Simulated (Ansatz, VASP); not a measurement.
**HfO2: VASP beside Ansatz**

Contents of INCAR:

```
PREC = Accurate
ENCUT = 520
EDIFF = 1E-6
ISMEAR = 0
SIGMA = 0.02
LREAL = False
LASPH = True
NELM = 60
ALGO = Normal
ISIF = 2
LWAVE = False
LCHARG = True
GGA = PE
LELF = True
LVHAR = True
NBANDS = 56
```

File KPOINTS:

```
Automatic mesh
0
Gamma
  4 4 4
```

Contents of POSCAR:

```
HfO2
1.0
    5.1609167906      0.0000000000     -0.0053389574
    0.0000000000      5.2121152801      0.0000000000
   -0.8931002980      0.0000000000      5.2769007137
Hf O
4 8
Direct
    0.2757342958      0.4570632201      0.7083729883
    0.7242657042      0.9570632201      0.7916270117
    0.7242657042      0.5429367799      0.2916270117
    0.2757342958      0.0429367799      0.2083729883
    0.4491832205      0.7427866293      0.9766468669
    0.5508167795      0.2427866293      0.5233531331
    0.5508167795      0.2572133707      0.0233531331
    0.4491832205      0.7572133707      0.4766468669
    0.0671205966      0.3286479047      0.3484179339
    0.9328794034      0.8286479047      0.1515820661
    0.9328794034      0.6713520953      0.6515820661
    0.0671205966      0.1713520953      0.8484179339
```

Input for Ansatz:

```yaml
crystal:
  lattice:
    - [5.1609167906, 0.0, -0.0053389574]
    - [0.0, 5.2121152801, 0.0]
    - [-0.893100298, 0.0, 5.2769007137]
  atoms:
    - { symbol: Hf, position: [0.2757342958, 0.4570632201, 0.7083729883] }
    - { symbol: Hf, position: [0.7242657042, 0.9570632201, 0.7916270117] }
    - { symbol: Hf, position: [0.7242657042, 0.5429367799, 0.2916270117] }
    - { symbol: Hf, position: [0.2757342958, 0.0429367799, 0.2083729883] }
    - { symbol: O, position: [0.4491832205, 0.7427866293, 0.9766468669] }
    - { symbol: O, position: [0.5508167795, 0.2427866293, 0.5233531331] }
    - { symbol: O, position: [0.5508167795, 0.2572133707, 0.0233531331] }
    - { symbol: O, position: [0.4491832205, 0.7572133707, 0.4766468669] }
    - { symbol: O, position: [0.0671205966, 0.3286479047, 0.3484179339] }
    - { symbol: O, position: [0.9328794034, 0.8286479047, 0.1515820661] }
    - { symbol: O, position: [0.9328794034, 0.6713520953, 0.6515820661] }
    - { symbol: O, position: [0.0671205966, 0.1713520953, 0.8484179339] }
basis:
  ecutwfc: 420
  xc_grid: 2
kpoints:
  mp_grid: { grid: [4, 4, 4] }
  band_path: { path: [VBM, CBM], npoints: 2 }
hamiltonian:
  xc: pbe
scf:
  occupations: { method: gaussian, width: 0.02 }
output:
  forces: true
  stress: true
  eigenvalues: true
```

Alike in both runs: task single point; functional PBE; k mesh 4 × 4 × 4; occupations gaussian, width 0.02 eV; no spin polarisation.

```csv
,VASP,Ansatz
version,VASP 6.6.1,Ansatz 0.2.0
potentials or method,"VASP PAW PBE potentials, release 64 (Hf_pv, O), cutoff 520 eV","scalar-relativistic, plane waves, PAW"
valence electrons in the cell,88,152
```

|  | VASP | Ansatz | Ansatz less VASP |
| --- | --- | --- | --- |
| gap on the k mesh at the Fermi level (eV) | 4.00 | 4.04 | +0.042 |
| least direct gap on the mesh (eV) | 4.08 | 4.13 | +0.046 |
| pressure (GPa) | -3.0 | 0.0 | +3.04 |
| traceless stress, the component that is largest in VASP (GPa) | -0.18 | 0.01 | +0.190 |
| rms of the force components (eV/Å) | 0.033 | 0.001 | -0.0319 |

Atom by atom the forces differ by 0.034 eV/Å (rms over components). VASP's potentials hold 88 valence electrons a cell and Ansatz's 152, so a difference there can come from the potentials and not from the codes.

Neither program's run includes spin-orbit coupling.
